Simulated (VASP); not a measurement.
# Ir (I4/mmm) in VASP: notebook

The runs below take Ir through single point, with PBEsol.

Program: VASP 6.6.1. These are calculated values, not measurements. Logs are shortened: lines on timing, memory, paths and dates and some standing lists are left out, and cuts for length are marked.

## Step 1: The cell of the first run

It takes space group I4/mmm (No. 139, tetragonal). Conventional cell: a = 2.715 Å, b = 2.715 Å, c = 4.041 Å, α = 90.00°, β = 90.00°, γ = 90.00°. Ir (site symmetry 4/mmm) has 12 Ir at 2.71 to 2.79 Å within 3.6 Å.

## Step 2: Single point, PBEsol (strain +0.0525 x Voigt [0, 0, 1, 0, 0, 0])

The input, INCAR:

```
SYSTEM = Ir
ALGO     = Normal         ! electronic algorithm
EDIFF    = 1E-7           ! SCF threshold, eV
ENCUT    = 520            ! plane-wave cutoff, eV
GGA      = PS             ! functional
ISIF     = 2              ! what is computed and relaxed
ISMEAR   = 0              ! smearing method
LASPH    = .TRUE.         ! aspherical terms in the spheres
LCHARG   = .TRUE.         ! write CHGCAR
LELF     = .TRUE.         ! ELF
LREAL    = .FALSE.        ! projectors in reciprocal space
LVHAR    = .TRUE.       
LWAVE    = .FALSE.        ! write WAVECAR
NBANDS   = 10             ! bands
NELM     = 80             ! most SCF steps
PREC     = Accurate       ! precision mode
SIGMA    = 0.15           ! smearing width, eV
```

The input, KPOINTS:

```
k-points
0
G
  22 22 22
  0 0 0
```

The input, POSCAR:

```
Ir
1.0
    0.0000000000      1.9197000000      2.0204842500
    1.9197000000      0.0000000000      2.0204842500
    1.9197000000      1.9197000000      0.0000000000
Ir
1
Direct
    0.0000000000      0.0000000000      0.0000000000
```

Potentials or basis: VASP PAW PBE potentials, release 64 (Ir).

Started as:

```
cat potpaw_PBE.64/Ir/POTCAR > POTCAR
mpirun -np 1 vasp_std > vasp.out
```

OUTCAR:

```text
SYSTEM = Ir
   EDIFF = 1E-7
   ENCUT = 520
   GGA = PS
   ISIF = 2
   ISMEAR = 0
   LASPH = .TRUE.
   LREAL = .FALSE.
   NELM = 80
   PREC = Accurate

 ion  position               nearest neighbor table
   1  0.000  0.000  0.000-

  LATTYP: Found a body centered tetragonal cell.
 ALAT       =     2.7148657757
 C/A-ratio  =     1.4884597744

  Lattice vectors:

 A1 = (  -1.9197000000,   0.0000000000,   2.0204842500)
 A2 = (   1.9197000000,   0.0000000000,   2.0204842500)
 A3 = (   0.0000000000,   1.9197000000,  -2.0204842500)

Analysis of symmetry for initial positions (statically):
=====================================================================
 Subroutine PRICEL returns:
 Original cell was already a primitive cell.

 Routine SETGRP: Setting up the symmetry group for a
 body centered tetragonal supercell.

 Subroutine GETGRP returns: Found 16 space group operations
 (whereof 16 operations were pure point group operations)
 out of a pool of 16 trial point group operations.

The static configuration has the point symmetry D_4h.

Analysis of symmetry for dynamics (positions and initial velocities):
=====================================================================
 Subroutine PRICEL returns:
 Original cell was already a primitive cell.

 Routine SETGRP: Setting up the symmetry group for a
 body centered tetragonal supercell.

 Subroutine GETGRP returns: Found 16 space group operations
 (whereof 16 operations were pure point group operations)
 out of a pool of 16 trial point group operations.

The dynamic configuration has the point symmetry D_4h.

 Subroutine INISYM returns: Found 16 space group operations
 (whereof 16 operations are pure point group operations),
 and found     1 'primitive' translations

----------------------------------------------------------------------------------------

                                     Primitive cell

  volume of cell :      14.8920

  direct lattice vectors                    reciprocal lattice vectors
     0.000000000  1.919700000  2.020484250    -0.260457363  0.260457363  0.247465428
     1.919700000  0.000000000  2.020484250     0.260457363 -0.260457363  0.247465428
     1.919700000  1.919700000  0.000000000     0.260457363  0.260457363 -0.247465428

  length of vectors
     2.787042284  2.787042284  2.714865776     0.443751298  0.443751298  0.443751298

  position of ions in fractional coordinates (direct lattice)
     0.000000000  0.000000000  0.000000000

  ion indices of the primitive-cell ions
   primitive index   ion index
                 1           1

----------------------------------------------------------------------------------------

 KPOINTS: k-points

Automatic generation of k-mesh.
 Grid dimensions read from file:
 generate k-points for:   22   22   22

 Generating k-lattice:

  Cartesian coordinates                     Fractional coordinates (reciprocal lattice)
    -0.011838971  0.011838971  0.011248429     0.045454545  0.000000000  0.000000000
     0.011838971 -0.011838971  0.011248429     0.000000000  0.045454545  0.000000000
     0.011838971  0.011838971 -0.011248429    -0.000000000 -0.000000000  0.045454545

  Length of vectors
     0.020170514  0.020170514  0.020170514

  Shift w.r.t. Gamma in fractional coordinates (k-lattice)
     0.000000000  0.000000000  0.000000000

 Subroutine IBZKPT returns following result:
 ===========================================

 Found    834 irreducible k-points:

 Following reciprocal coordinates:
            Coordinates               Weight
  0.000000  0.000000  0.000000      1.000000
  0.045455  0.000000  0.000000      8.000000
  0.090909  0.000000  0.000000      8.000000
  0.136364  0.000000  0.000000      8.000000
  0.181818  0.000000  0.000000      8.000000
  0.227273 -0.000000  0.000000      8.000000
[... 16 lines left out ...]
  0.500000  0.045455  0.000000      8.000000
 -0.454545  0.045455  0.000000      8.000000
 [... further k-points ...]
   k-points           NKPTS =    834   k-points in BZ     NKDIM =    834   number of bands    NBANDS=     10
   number of dos      NEDOS =    301   number of ions     NIONS =      1
   total plane-waves  NPLWV =  11520
   dimension x,y,z NGX =    24 NGY =   24 NGZ =   20
   dimension x,y,z NGXF=    48 NGYF=   48 NGZF=   40
   ions per type =               1
   NGX,Y,Z   is equivalent  to a cutoff of  14.32, 14.32, 12.25 a.u.
   NGXF,Y,Z  is equivalent  to a cutoff of  28.63, 28.63, 24.49 a.u.
 SYSTEM =  Ir
   PREC   = accura    normal or accurate (medium, high low for compatibility)
   ISTART =      0    job   : 0-new  1-cont  2-samecut
   ICHARG =      2    charge: 1-file 2-atom 10-const
   ISPIN  =      1    spin polarized calculation?
   LNONCOLLINEAR =      F non collinear calculations
   LSORBIT =      F    spin-orbit coupling
   LASPH  =      T    aspherical Exc in radial PAW
   ENCUT  =  520.0 eV  38.22 Ry    6.18 a.u.   5.18  5.18  5.05*2*pi/ulx,y,z
   NELM   =     80;   NELMIN=  2; NELMDL= -5     # of ELM steps
   EDIFF  = 0.1E-06   stopping-criterion for ELM
   LREAL  =      F    real-space projection
   EDIFFG = 0.1E-05   stopping-criterion for IOM
   NSW    =      0    number of steps for IOM
   IBRION =     -1    ionic relax: 0-MD 1-quasi-New 2-CG
   NFREE  =      0    steps in history (QN), initial steepest desc. (CG)
   ISIF   =      2    stress and relaxation
   ISYM   =      2    0-nonsym 1-usesym 2-fastsym
   POTIM  = 0.5000    time-step for ionic-motion
   TEBEG  =    0.0;   TEEND  =   0.0 temperature during run
   PSTRESS=    0.0 pullay stress
   NELECT =       9.0000    total number of electrons
   NUPDOWN=      -1.0000    fix difference up-down
   EMIN   =  10.00;   EMAX   =-10.00  energy-range for DOS
   EFERMI =   0.00;   METHOD = LEGACY
   ISMEAR =     0;   SIGMA  =   0.15  broadening in eV -4-tet -1-fermi 0-gaus
   EFERMI_NEDOS =   21; number of points for ismear=-14 and -15
   IALGO  =     38    algorithm
   IMIX   =      4    mixing-type and parameters
     AMIX     =   0.40;   BMIX     =  1.00
     AMIX_MAG =   1.60;   BMIX_MAG =  1.00
  volume/ion in A,a.u.               =      14.89       100.50
  Fermi-wavevector in a.u.,A,eV,Ry     =   1.384113  2.615595 26.065623  1.915769
  Thomas-Fermi vector in A             =   2.508648
   LORBIT       =      0    0 simple, 1 ext, 2 COOP (PROOUT), +10 PAW based schemes
   GGA     = PS    functional components
   LHFCALC =     F    Hartree Fock is set to
   AEXX    =    0.0000 exact exchange contribution
   IVDW    =     0    specifies the selected vdW correction
   LEPSILON=     F    determine dielectric tensor
   LRPA    =     F    only Hartree local field effects (RPA)
 non-spin polarized calculation
 Gauss-broadening in eV      SIGMA  =   0.15
  energy-cutoff  :      520.00
  volume of cell :       14.89
 maximum number of plane-waves:       415
 NGX is ok and might be reduce to    24
   NGX = 11   NGY = 11   NGZ = 11

 number of electron       9.0000000 magnetization

 Free energy of the ion-electron system (eV)
  ---------------------------------------------------
  ext. energy  EPLUGINS =         0.00000000
  ---------------------------------------------------
  free energy    TOTEN  =        -9.74610357 eV

  energy without entropy =       -9.73316941  energy(sigma->0) =       -9.73963649

 E-fermi :   9.3432     XC(G=0): -13.8011

 val. band max:        9.3407669982   @ k =  -0.1818   0.0455   0.1364
 cond. band min:       9.3445011283   @ k =  -0.3636   0.3636   0.2727
 fundamental gap:      0.0037341301
 Fermi energy:         9.3431909836

 k-point     1 :       0.0000    0.0000    0.0000
  band No.  band energies     occupation
      1      -1.2663      2.00000
      2       5.3516      2.00000
      3       6.0016      2.00000
      4       6.0016      2.00000
      5       7.8280      2.00000
      6       8.6796      2.00000
      7      23.8282      0.00000
      8      28.1017      0.00000
      9      29.5538      0.00000
     10      29.5538      0.00000

 k-point     2 :       0.0455    0.0000    0.0000
  band No.  band energies     occupation
      1      -1.1786      2.00000
      2       5.3672      2.00000
      3       5.9768      2.00000
      4       6.0392      2.00000
      5       7.8123      2.00000
      6       8.6481      2.00000
      7      23.9761      0.00000
      8      28.0307      0.00000
      9      29.2287      0.00000
     10      29.6969      0.00000

 k-point     3 :       0.0909    0.0000    0.0000
  band No.  band energies     occupation
      1      -0.9212      2.00000
      2       5.3849      2.00000
      3       5.9327      2.00000
      4       6.1446      2.00000
      5       7.7803      2.00000
      6       8.5650      2.00000
      7      24.3942      0.00000
      8      27.3456      0.00000
      9      29.1872      0.00000
     10      30.1156      0.00000

 k-point     4 :       0.1364    0.0000    0.0000
  band No.  band energies     occupation
      1      -0.5120      2.00000
      2       5.3413      2.00000
      3       5.9314      2.00000
      4       6.2928      2.00000
      5       7.7787      2.00000
      6       8.4662      2.00000
      7      24.9953      0.00000
      8      26.1759      0.00000
      9      29.7300      0.00000
     10      30.7783      0.00000
[... 222 lines left out ...]
 k-point    22 :       0.4545    0.0455    0.0000
  band No.  band energies     occupation
      1       1.8366      2.00000
      2       5.3349      2.00000
      3       6.1400      2.00000
      4       7.8380      2.00000
      5       9.9867      0.00000
      6      10.3229      0.00000
      7      16.9150      0.00000
      8      23.5302      0.00000
      9      28.7946      0.00000
     10      29.2024      0.00000

 k-point    23 :       0.5000    0.0455    0.0000
  band No.  band energies     occupation
      1       1.8394      2.00000
      2       5.3080      2.00000
      3       6.0840      2.00000
      4       8.3080      2.00000
      5      10.0382      0.00000
      6      10.6992      0.00000
      7      16.1449      0.00000
      8      23.3503      0.00000
      9      28.2221      0.00000
     10      29.0825      0.00000

 k-point    24 :      -0.4545    0.0455    0.0000
  band No.  band energies     occupation
      1       1.8414      2.00000
      2       5.3324      2.00000
      3       6.0795      2.00000
      4       8.2013      2.00000
      5       9.9272      0.00000
      6      10.7765      0.00000
      7      16.2687      0.00000
      8      23.3835      0.00000
      9      28.0727      0.00000
     10      29.3536      0.00000

 [... further k-points ...]
[... 5 lines left out ...]
  --------------------------------------------------------------------------------------
  -------------------------------------------------------------------------------------
  Total       -1.1631264     -1.1631264     -2.7266920      0.0000000      0.0000000      0.0000000
  in kB     -125.1368684   -125.1368684   -293.3556594      0.0000000      0.0000000      0.0000000
  external PRESSURE =    -181.2097987 kB  Pullay stress =       0.0000000 kB

 VOLUME and BASIS-vectors are now :
 -----------------------------------------------------------------------------
  energy-cutoff  :      520.00
  volume of cell :       14.89
      direct lattice vectors                 reciprocal lattice vectors
     0.000000000  1.919700000  2.020484250    -0.260457363  0.260457363  0.247465428
     1.919700000  0.000000000  2.020484250     0.260457363 -0.260457363  0.247465428
     1.919700000  1.919700000  0.000000000     0.260457363  0.260457363 -0.247465428

 POSITION                                       TOTAL-FORCE (eV/Angst)
 -----------------------------------------------------------------------------------
      0.00000      0.00000      0.00000         0.000000      0.000000      0.000000
 -----------------------------------------------------------------------------------
    total drift:                                0.000000      0.000000     -0.000000

  FREE ENERGIE OF THE ION-ELECTRON SYSTEM (eV)
  ---------------------------------------------------
  free  energy   TOTEN  =        -9.7461035724 eV

  energy  without entropy=       -9.7331694078  energy(sigma->0) =       -9.73963649
```

It took 37 s on 1 thread of Intel Xeon 6975P-C (Granite Rapids), shared host; peak memory 0.25 GiB.

What came out:

```yaml
Free_energy: -9.7461 eV
Pressure: -18.1 GPa
Band_gap_on_the_k_mesh: zero (an odd number of electrons rules out a gap without spin polarisation)
```

Stress tensor (GPa, compression positive):
```
-12.51   0.00   0.00
  0.00 -12.51   0.00
  0.00   0.00 -29.34
```

Caveat: the cell differs from its parent crystal (strain +0.0525 x Voigt [0, 0, 1, 0, 0, 0]); the cell stands under tension; the PAW data sets were made with another functional, which shifts forces and pressure a little; spin-orbit coupling is left out, which moves the levels of the heavy elements.

## Step 3: Single point, PBEsol (strain +0.0600 x Voigt [0, 0, 1, 0, 0, 0])

The input, INCAR:

```
PREC = Accurate
ENCUT = 520
EDIFF = 1E-6
ISMEAR = 0
SIGMA = 0.15
LREAL = False
LASPH = True
NELM = 60
ALGO = Fast
ISIF = 2
LWAVE = False
LCHARG = False
GGA = PS
NBANDS = 10
```

The input, KPOINTS:

```
regular mesh
0
Gamma
  22 22 22
```

The input, POSCAR:

```
Ir
1.0
    0.0000000000      1.9197000000      2.0348820000
    1.9197000000      0.0000000000      2.0348820000
    1.9197000000      1.9197000000      0.0000000000
Ir
1
Direct
    0.0000000000      0.0000000000      0.0000000000
```

Potentials or basis: VASP PAW PBE potentials, release 64 (Ir).

Started as:

```
cat potpaw_PBE.64/Ir/POTCAR > POTCAR
mpirun -np 1 vasp_std > vasp.out
```

Run time: 46 s. Hardware: 1 thread of Intel Xeon 6975P-C (Granite Rapids), shared host; peak memory 0.25 GiB.

The run converged. Its results:

* Free energy: -9.7257 eV
* Pressure: -20.1 GPa
* Band gap on the k mesh: zero (an odd number of electrons rules out a gap without spin polarisation)

Stress tensor (GPa, compression positive):
```
-13.83   0.00   0.00
  0.00 -13.83   0.00
  0.00   0.00 -32.58
```

Levels at points of the mesh, in eV from the Fermi level:
| k point | band 1 | band 2 | band 3 | band 4 | band 5 | band 6 | band 7 | band 8 | band 9 |
| --- | --- | --- | --- | --- | --- | --- | --- | --- | --- |
| (0.00, 0.00, 0.00) | -10.53 | -4.00 | -3.27 | -3.27 | -1.56 | -0.60 | 14.51 | 18.62 | 20.24 |
| (0.50, 0.00, 0.00) | -7.50 | -3.97 | -3.24 | -0.62 | 0.66 | 1.01 | 6.72 | 13.88 | 18.88 |
| (0.50, 0.50, 0.00) | -7.32 | -6.69 | 0.89 | 0.95 | 1.30 | 1.30 | 8.72 | 12.14 | 12.14 |
| (0.50, 0.00, 0.50) | -7.22 | -6.70 | 0.74 | 0.99 | 1.74 | 2.10 | 10.25 | 10.84 | 11.36 |

Caveat: the cell differs from its parent crystal (strain +0.0600 x Voigt [0, 0, 1, 0, 0, 0]); the cell stands under tension; the PAW data sets were made with another functional, which shifts forces and pressure a little; spin-orbit coupling is left out, which moves the levels of the heavy elements.
